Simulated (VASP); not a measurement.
# Sc3BP2 (P6/mmm) in VASP: relaxation of cell and atoms with PBE

Aim: the relaxation of cell and atoms of Sc3BP2 with PBE.

Everything below comes from runs of VASP 6.6.1. Logs are shortened: lines on timing, memory, paths and dates and some standing lists are left out, and cuts for length are marked.

## 1. The cell of the first run

The structure is hexagonal, space group P6/mmm (No. 191). The conventional cell has a = 6.526 Å, b = 6.526 Å, c = 3.526 Å, α = 90.00°, β = 90.00°, γ = 120.00°. Within 3.8 Å of Sc (site symmetry mmm) lie 4 P at 2.58 Å and 6 Sc at 3.26 to 3.53 Å and 4 B at 3.71 Å. Within 4.6 Å of B (site symmetry 6/mmm) lie 2 B at 3.53 Å and 12 Sc at 3.71 Å and 6 P at 3.77 Å. P (site symmetry -6m2) has 6 Sc at 2.58 Å and 2 P at 3.53 Å within 3.6 Å.

The cell was generated, and may not be a known phase.

## 2. Relaxation of cell and atoms, PBE

Contents of INCAR:

```
  PREC = Accurate
  ENCUT = 600
  EDIFF = 1E-6
  ISMEAR = 0
  SIGMA = 0.1
  LREAL = False
  LASPH = True
  NELM = 100
  ALGO = Normal
  ISIF = 3
  LWAVE = False
  LCHARG = False
  GGA = PE
  IBRION = 2
  NSW = 100
  EDIFFG = -0.01
```

Contents of KPOINTS:

```
regular mesh
0
Gamma
  6 6 10
```

Contents of POSCAR:

```
Sc3BP2
1.0
    6.5257923747      0.0000000000      0.0000000000
   -3.2628961873      5.6515019763      0.0000000000
    0.0000000000      0.0000000000      3.5262188819
Sc B P
3 1 2
Direct
    0.0000000000      0.5000000000      0.0000000000
    0.5000000000      0.5000000000      0.0000000000
    0.5000000000      0.0000000000      0.0000000000
    0.0000000000      0.0000000000      0.5000000000
    0.6666666667      0.3333333333      0.5000000000
    0.3333333333      0.6666666667      0.5000000000
```

Potentials or basis: VASP PAW PBE potentials, release 64 (Sc_sv, B, P).

Command:

```
cat potpaw_PBE.64/Sc_sv/POTCAR potpaw_PBE.64/B/POTCAR potpaw_PBE.64/P/POTCAR > POTCAR
mpirun -np 1 vasp_std > vasp.out
```

OUTCAR:

```text
PREC = Accurate
   ENCUT = 600
   EDIFF = 1E-6
   ISMEAR = 0
   LREAL = False
   LASPH = True
   NELM = 100
   ISIF = 3
   GGA = PE
   IBRION = 2
   NSW = 100
   EDIFFG = -0.01

 ion  position               nearest neighbor table
   1  0.000  0.500  0.000-   5 2.58   6 2.58   5 2.58   6 2.58   2 3.26   2 3.26   3 3.26   3 3.26

   2  0.500  0.500  0.000-   5 2.58   6 2.58   5 2.58   6 2.58   3 3.26   3 3.26   1 3.26   1 3.26

   3  0.500  0.000  0.000-   5 2.58   6 2.58   5 2.58   6 2.58   2 3.26   2 3.26   1 3.26   1 3.26

   4  0.000  0.000  0.500-
   5  0.667  0.333  0.500-   3 2.58   3 2.58   1 2.58   1 2.58   2 2.58   2 2.58
   6  0.333  0.667  0.500-   3 2.58   3 2.58   1 2.58   1 2.58   2 2.58   2 2.58

  LATTYP: Found a hexagonal cell.
 ALAT       =     6.5257923747
 C/A-ratio  =     0.5403510684

  Lattice vectors:

 A1 = (   6.5257923747,   0.0000000000,   0.0000000000)
 A2 = (  -3.2628961873,   5.6515019763,   0.0000000000)
 A3 = (   0.0000000000,   0.0000000000,   3.5262188819)

Analysis of symmetry for initial positions (statically):
=====================================================================
 Subroutine PRICEL returns:
 Original cell was already a primitive cell.

 Routine SETGRP: Setting up the symmetry group for a
 hexagonal supercell.

 Subroutine GETGRP returns: Found 24 space group operations
 (whereof 24 operations were pure point group operations)
 out of a pool of 24 trial point group operations.

The static configuration has the point symmetry D_6h.

Analysis of symmetry for dynamics (positions and initial velocities):
=====================================================================
 Subroutine PRICEL returns:
 Original cell was already a primitive cell.

 Routine SETGRP: Setting up the symmetry group for a
 hexagonal supercell.

 Subroutine GETGRP returns: Found 24 space group operations
 (whereof 24 operations were pure point group operations)
 out of a pool of 24 trial point group operations.

The dynamic configuration has the point symmetry D_6h.

 Subroutine INISYM returns: Found 24 space group operations
 (whereof 24 operations are pure point group operations),
 and found     1 'primitive' translations

----------------------------------------------------------------------------------------

                                     Primitive cell

  volume of cell :     130.0488

  direct lattice vectors                    reciprocal lattice vectors
     6.525792375  0.000000000  0.000000000     0.153238096  0.088472056  0.000000000
    -3.262896187  5.651501976  0.000000000     0.000000000  0.176944112  0.000000000
     0.000000000  0.000000000  3.526218882     0.000000000  0.000000000  0.283589883

  length of vectors
     6.525792375  6.525792375  3.526218882     0.176944112  0.176944112  0.283589883

  position of ions in fractional coordinates (direct lattice)
     1.000000000  0.500000000  0.000000000
     0.500000000  0.500000000  0.000000000
     0.500000000  0.000000000  0.000000000
     0.000000000  0.000000000  0.500000000
     0.666666667  0.333333333  0.500000000
     0.333333333  0.666666667  0.500000000

  ion indices of the primitive-cell ions
   primitive index   ion index
                 1           1
                 2           2
                 3           3
                 4           4
                 5           5
                 6           6

----------------------------------------------------------------------------------------

 KPOINTS: regular mesh

Automatic generation of k-mesh.
 Grid dimensions read from file:
 generate k-points for:    6    6   10

 Generating k-lattice:

  Cartesian coordinates                     Fractional coordinates (reciprocal lattice)
     0.025539683  0.014745343  0.000000000     0.166666667 -0.000000000  0.000000000
     0.000000000  0.029490685  0.000000000     0.000000000  0.166666667  0.000000000
     0.000000000  0.000000000  0.028358988     0.000000000  0.000000000  0.100000000

  Length of vectors
     0.029490685  0.029490685  0.028358988

  Shift w.r.t. Gamma in fractional coordinates (k-lattice)
     0.000000000  0.000000000  0.000000000

 Subroutine IBZKPT returns following result:
 ===========================================

 Found     42 irreducible k-points:

 Following reciprocal coordinates:
            Coordinates               Weight
  0.000000  0.000000  0.000000      1.000000
  0.166667  0.000000  0.000000      6.000000
  0.333333  0.000000  0.000000      6.000000
  0.500000  0.000000  0.000000      3.000000
  0.166667  0.166667  0.000000      6.000000
  0.333333  0.166667  0.000000     12.000000
[... 16 lines left out ...]
  0.166667  0.000000  0.300000     12.000000
  0.333333  0.000000  0.300000     12.000000
 [... further k-points ...]
   k-points           NKPTS =     42   k-points in BZ     NKDIM =     42   number of bands    NBANDS=     27
   number of dos      NEDOS =    301   number of ions     NIONS =      6
   total plane-waves  NPLWV =  81648
   dimension x,y,z NGX =    54 NGY =   54 NGZ =   28
   dimension x,y,z NGXF=   108 NGYF=  108 NGZF=   56
   ions per type =               3   1   2
   NGX,Y,Z   is equivalent  to a cutoff of  13.76, 13.76, 13.20 a.u.
   NGXF,Y,Z  is equivalent  to a cutoff of  27.51, 27.51, 26.40 a.u.
 SYSTEM =  unknown system
   PREC   = accura    normal or accurate (medium, high low for compatibility)
   ISTART =      0    job   : 0-new  1-cont  2-samecut
   ICHARG =      2    charge: 1-file 2-atom 10-const
   ISPIN  =      1    spin polarized calculation?
   LNONCOLLINEAR =      F non collinear calculations
   LSORBIT =      F    spin-orbit coupling
   LASPH  =      T    aspherical Exc in radial PAW
   ENCUT  =  600.0 eV  44.10 Ry    6.64 a.u.  13.03 13.03  7.04*2*pi/ulx,y,z
   NELM   =    100;   NELMIN=  2; NELMDL= -5     # of ELM steps
   EDIFF  = 0.1E-05   stopping-criterion for ELM
   LREAL  =      F    real-space projection
   EDIFFG = -.1E-01   stopping-criterion for IOM
   NSW    =    100    number of steps for IOM
   IBRION =      2    ionic relax: 0-MD 1-quasi-New 2-CG
   NFREE  =      1    steps in history (QN), initial steepest desc. (CG)
   ISIF   =      3    stress and relaxation
   ISYM   =      2    0-nonsym 1-usesym 2-fastsym
   POTIM  = 0.5000    time-step for ionic-motion
   TEBEG  =    0.0;   TEEND  =   0.0 temperature during run
   PSTRESS=    0.0 pullay stress
   NELECT =      46.0000    total number of electrons
   NUPDOWN=      -1.0000    fix difference up-down
   EMIN   =  10.00;   EMAX   =-10.00  energy-range for DOS
   EFERMI =   0.00;   METHOD = LEGACY
   ISMEAR =     0;   SIGMA  =   0.10  broadening in eV -4-tet -1-fermi 0-gaus
   EFERMI_NEDOS =   21; number of points for ismear=-14 and -15
   IALGO  =     38    algorithm
   IMIX   =      4    mixing-type and parameters
     AMIX     =   0.40;   BMIX     =  1.00
     AMIX_MAG =   1.60;   BMIX_MAG =  1.00
  volume/ion in A,a.u.               =      21.67       146.27
  Fermi-wavevector in a.u.,A,eV,Ry     =   1.157778  2.187883 18.237929  1.340450
  Thomas-Fermi vector in A             =   2.294386
   LORBIT       =      0    0 simple, 1 ext, 2 COOP (PROOUT), +10 PAW based schemes
   GGA     = PE    functional components
   LHFCALC =     F    Hartree Fock is set to
   AEXX    =    0.0000 exact exchange contribution
   IVDW    =     0    specifies the selected vdW correction
   LEPSILON=     F    determine dielectric tensor
   LRPA    =     F    only Hartree local field effects (RPA)
 conjugate gradient relaxation of ions
 non-spin polarized calculation
 Gauss-broadening in eV      SIGMA  =   0.10
  energy-cutoff  :      600.00
  volume of cell :      130.05
 maximum number of plane-waves:      4368
 NGX is ok and might be reduce to    54
   NGX = 27   NGY = 27   NGZ = 15

--------------------------------------- Ionic step        1  -------------------------------------------

 number of electron      45.9999997 magnetization

 Free energy of the ion-electron system (eV)
  ---------------------------------------------------
  ext. energy  EPLUGINS =         0.00000000
  ---------------------------------------------------
  free energy    TOTEN  =       -36.62986043 eV

  energy without entropy =      -36.59968736  energy(sigma->0) =      -36.61477389

------------------------ aborting loop because EDIFF is reached ----------------------------------------

  FORCE on cell =-STRESS in cart. coord.  units (eV):
  Direction    XX          YY          ZZ          XY          YZ          ZX
  --------------------------------------------------------------------------------------
  -------------------------------------------------------------------------------------
  Total        0.4259214      0.4259214      0.2304379      0.0000000      0.0000000      0.0000000
  in kB        5.2472731      5.2472731      2.8389520      0.0000000      0.0000000      0.0000000
  external PRESSURE =       4.4444994 kB  Pullay stress =       0.0000000 kB

 VOLUME and BASIS-vectors are now :
 -----------------------------------------------------------------------------
  energy-cutoff  :      600.00
  volume of cell :      130.05
      direct lattice vectors                 reciprocal lattice vectors
     6.525792375  0.000000000  0.000000000     0.153238096  0.088472056  0.000000000
    -3.262896187  5.651501976  0.000000000     0.000000000  0.176944112  0.000000000
     0.000000000  0.000000000  3.526218882     0.000000000  0.000000000  0.283589883
[... 121 lines left out ...]
 POSITION                                       TOTAL-FORCE (eV/Angst)
 -----------------------------------------------------------------------------------
      4.91256      2.83627      0.00000        -0.000000      0.000000      0.000000
      1.63752      2.83627      0.00000        -0.000000      0.000000      0.000000
      3.27504      0.00000     -0.00000        -0.000000      0.000000      0.000000
      6.55008      0.00000      1.76328        -0.000000      0.000000      0.000000
      3.27504      1.89084      1.76328         0.000000     -0.000000     -0.000000
     -0.00000      3.78169      1.76328        -0.000000     -0.000000      0.000000
 -----------------------------------------------------------------------------------
    total drift:                               -0.000000      0.000000      0.000000

  FREE ENERGIE OF THE ION-ELECTRON SYSTEM (eV)
  ---------------------------------------------------
  free  energy   TOTEN  =       -36.6315267173 eV

  energy  without entropy=      -36.6011242654  energy(sigma->0) =      -36.61632549

--------------------------------------- Ionic step        5  -------------------------------------------

 number of electron      45.9999997 magnetization

 Free energy of the ion-electron system (eV)
  ---------------------------------------------------
  ext. energy  EPLUGINS =         0.00000000
  ---------------------------------------------------
  free energy    TOTEN  =       -36.63156660 eV

  energy without entropy =      -36.60115670  energy(sigma->0) =      -36.61636165

 E-fermi :   3.9803     XC(G=0):  -9.4930

 val. band max:        3.9783416415   @ k =   0.3333   0.0000   0.5000
 cond. band min:       3.9970514527   @ k =   0.1667   0.0000   0.4000
 fundamental gap:      0.0187098112
 Fermi energy:         3.9802905314

 k-point     1 :       0.0000    0.0000    0.0000
  band No.  band energies     occupation
      1     -45.8046      2.00000
      2     -45.7732      2.00000
      3     -45.7732      2.00000
      4     -24.6351      2.00000
      5     -24.6027      2.00000
      6     -24.6027      2.00000
[... 19 lines left out ...]
     26       4.9316      0.00000
     27       4.9817      0.00000
[... 667 lines left out ...]
      5     -24.5642      2.00000
      6     -24.5425      2.00000
[... 19 lines left out ...]
     26       4.5390      0.00000
     27       5.1408      0.00000

 [... further k-points ...]

------------------------ aborting loop because EDIFF is reached ----------------------------------------

  FORCE on cell =-STRESS in cart. coord.  units (eV):
  Direction    XX          YY          ZZ          XY          YZ          ZX
  --------------------------------------------------------------------------------------
  -------------------------------------------------------------------------------------
  Total       -0.0002482     -0.0002482      0.0004411     -0.0000000      0.0000000     -0.0000000
  in kB       -0.0030338     -0.0030338      0.0053930     -0.0000000      0.0000000     -0.0000000
  external PRESSURE =      -0.0002249 kB  Pullay stress =       0.0000000 kB

 VOLUME and BASIS-vectors are now :
 -----------------------------------------------------------------------------
  energy-cutoff  :      600.00
  volume of cell :      131.05
      direct lattice vectors                 reciprocal lattice vectors
     6.553101297  0.000000000 -0.000000000     0.152599503  0.088103364 -0.000000000
    -3.276550649  5.675152197  0.000000000    -0.000000000  0.176206728 -0.000000000
    -0.000000000  0.000000000  3.523862836     0.000000000 -0.000000000  0.283779490

 POSITION                                       TOTAL-FORCE (eV/Angst)
 -----------------------------------------------------------------------------------
     -1.63828      2.83758      3.52386         0.000000      0.000000      0.000000
      1.63828      2.83758      3.52386         0.000000      0.000000      0.000000
      0.00000      5.67515      3.52386         0.000000     -0.000000      0.000000
     -0.00000      0.00000      1.76193         0.000000      0.000000      0.000000
      3.27655      1.89172      1.76193        -0.000000      0.000000     -0.000000
     -0.00000      3.78343      1.76193         0.000000     -0.000000      0.000000
 -----------------------------------------------------------------------------------
    total drift:                                0.000000      0.000000     -0.000000

  FREE ENERGIE OF THE ION-ELECTRON SYSTEM (eV)
  ---------------------------------------------------
  free  energy   TOTEN  =       -36.6315666050 eV

  energy  without entropy=      -36.6011567022  energy(sigma->0) =      -36.61636165

 reached required accuracy - stopping structural energy minimisation
```

Run time: 6.1 min. Hardware: 1 thread of Intel Xeon 6975P-C (Granite Rapids), shared host; peak memory 0.38 GiB.

What came out:

| Item | Value |
| --- | --- |
| Free energy | -36.6316 eV |
| Relaxed volume | 21.84 Å³/atom |
| Relaxed cell | a = 6.553 Å, b = 6.553 Å, c = 3.524 Å, α = 90.00°, β = 90.00°, γ = 120.00° |
| Space group after relaxing (to 0.1 Å) | P6/mmm (No. 191) |
| Energy gained by relaxing | 0.3 meV/atom |
| Ionic steps | 5 |
| Pressure after relaxing | 0.0 GPa |
| Band gap on the k mesh | zero (bands 23 and 24 overlap by 0.91 eV) |

The path:
| step | energy change (eV) | largest force (eV/Å) | pressure (GPa) | volume (Å³) |
| --- | --- | --- | --- | --- |
| 1 | 0.0000 | 0.0000 | 0.44 | 130.05 |
| 2 | -0.0013 | 0.0000 | -0.14 | 131.18 |
| 3 | -0.0014 | 0.0000 | -0.04 | 130.99 |
| 4 | -0.0017 | 0.0000 | -0.01 | 131.03 |
| 5 | -0.0017 | 0.0000 | 0.00 | 131.05 |

Final structure:
```yaml
crystal:
  lattice:
    - [6.55310, 0.00000, 0.00000]
    - [-3.27655, 5.67515, 0.00000]
    - [0.00000, 0.00000, 3.52386]
  atoms:
    - { symbol: Sc, position: [0.00000, 0.50000, 0.00000] }
    - { symbol: Sc, position: [0.50000, 0.50000, 0.00000] }
    - { symbol: Sc, position: [0.50000, 0.00000, 0.00000] }
    - { symbol: B, position: [0.00000, 0.00000, 0.50000] }
    - { symbol: P, position: [0.66667, 0.33333, 0.50000] }
    - { symbol: P, position: [0.33333, 0.66667, 0.50000] }
```

Levels at points of the mesh, in eV from the Fermi level:
```csv
k point,band 19,band 20,band 21,band 22,band 23,band 24,band 25,band 26,band 27
"(0.00, 0.00, 0.00)",-2.53,-2.53,-1.19,-0.54,-0.08,-0.08,0.95,0.95,1.00
"(0.50, 0.00, 0.00)",-2.42,-2.06,-1.73,-0.90,-0.61,-0.57,0.41,1.50,1.54
"(0.00, 0.00, 0.50)",-3.28,-2.46,-2.46,-1.50,-0.27,-0.27,0.17,0.17,1.91
"(0.50, 0.00, 0.50)",-2.67,-2.54,-2.47,-1.21,0.07,0.66,0.82,0.89,1.09
```
